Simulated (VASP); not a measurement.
Write the native input for VASP 6.6.1 that does the following.

```yaml
Task: single point
Functional: r2SCAN
Potentials_or_basis: VASP PAW PBE potentials, release 64 (Ge_d)
Cutoff: 520 eV
k_mesh: 12 × 12 × 4
Occupations: fermi-dirac, width 0.02 eV
Spin: no spin polarisation
Dipole_correction: no
Further_INCAR_settings: ALGO = Normal; EDIFF = 1e-06; NBANDS = 36
```

The system is Ge.

```
Ge
1.0
     4.07757    0.00000    0.00000
    -2.03878    3.53128    0.00000
     0.00000    0.00000    6.55060
Ge
4
Cartesian
  0.0000 2.3542 -0.0081
  2.0388 1.1771 3.2672
  0.0000 2.3542 2.4646
  2.0388 1.1771 5.7399
```

This cell differs from its parent crystal: epitaxial xy strain +2.0%.

These files were run (other wordings do the same):

POSCAR

```
Ge
1.0
    4.0775675231      0.0000000000      0.0000000000
   -2.0387837616      3.5312770607      0.0000000000
    0.0000000000      0.0000000000      6.5506032097
Ge
4
Direct
    0.3333333333      0.6666666667     -0.0012427690
    0.6666666667      0.3333333333      0.4987572310
    0.3333333333      0.6666666667      0.3762427690
    0.6666666667      0.3333333333      0.8762427690
```

INCAR.step1

```
SYSTEM = Ge
  ALGO = Normal
  EDIFF = 1E-4
  ENCUT = 520
  GGA = PE
  ISMEAR = -1
  LASPH = .TRUE.
  LCHARG = .FALSE.
  LREAL = .FALSE.
  LWAVE = .TRUE.
  NBANDS = 36
  NELM = 80
  PREC = Accurate
  SIGMA = 0.02
```

INCAR.step2

```
SYSTEM = Ge
  ALGO = Normal
  EDIFF = 1E-6
  ENCUT = 520
  ISIF = 2
  ISMEAR = -1
  ISTART = 1
  LASPH = .TRUE.
  LCHARG = .TRUE.
  LELF = .TRUE.
  LMIXTAU = .TRUE.
  LREAL = .FALSE.
  LVHAR = .TRUE.
  LWAVE = .FALSE.
  METAGGA = R2SCAN
  NBANDS = 36
  NELM = 80
  PREC = Accurate
  SIGMA = 0.02
```

KPOINTS

```
k-points
0
G
  12 12 4
  0 0 0
```

Potentials or basis: VASP PAW PBE potentials, release 64 (Ge_d).

Run with:

```console
$ cat potpaw_PBE.64/Ge_d/POTCAR > POTCAR
$ cp INCAR.step1 INCAR
$ mpirun -np 1 vasp_std > vasp.out
$ cp INCAR.step2 INCAR
$ mpirun -np 1 vasp_std > vasp.out
```

Results of the run:

* Pressure: -2.1 GPa
* Largest force: 0.010 eV/Å
* Band gap on the k mesh: zero (bands 28 and 29 overlap by 0.07 eV)

Caveat: the cell differs from its parent crystal (epitaxial xy strain +2.0%); semilocal functionals underestimate gaps, and a narrow one can read as zero; the PAW data sets were made with another functional, which shifts forces and pressure a little.

Run time: 4.6 min on 1 thread of Intel(R) Xeon(R) 6975P-C (Granite Rapids) (shared host), peak memory 0.29 GiB.
